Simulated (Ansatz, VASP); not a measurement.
**Ti2C5 in VASP and in Ansatz**

```
Ti C
1.0
     3.21091    0.00000    0.00000
     0.00000    3.21091    0.00000
     0.00000    0.00000    6.71904
Ti C
2 5
Direct
  0.50000 0.50000 0.50000
  0.00000 0.00000 0.00000
  0.00000 0.00000 0.59982
  0.00000 0.00000 0.40018
  0.50000 0.50000 0.00000
  0.50000 0.50000 0.19638
  0.50000 0.50000 0.80362
```

Alike in both runs: functional PBE; k mesh 5 × 5 × 3; occupations gaussian, width 0.2 eV; no spin polarisation.

Ansatz relaxed the structure, and its values are those at the end. VASP's run is a single point on that final structure, the one shown.

```csv
,VASP,Ansatz
version,VASP 6.6.1,Ansatz 0.2.0
potentials or method,"VASP PAW PBE potentials, release 64 (Ti_sv, C), cutoff 600 eV","scalar-relativistic, plane waves, PAW"
valence electrons in the cell,44,44
```

VASP gave:

- gap on the k mesh at the Fermi level (eV): none
- pressure (GPa): -0.2
- rms of the force components (eV/Å): 0.038

Question: Which values does Ansatz return?

Answer: gap on the k mesh at the Fermi level (eV): none; pressure (GPa): -0.3; rms of the force components (eV/Å): 0.009.

A gap of «none» marks a metal or a gap that the smearing closes.

The k mesh is coarse, so the values compare programs but aren't converged.
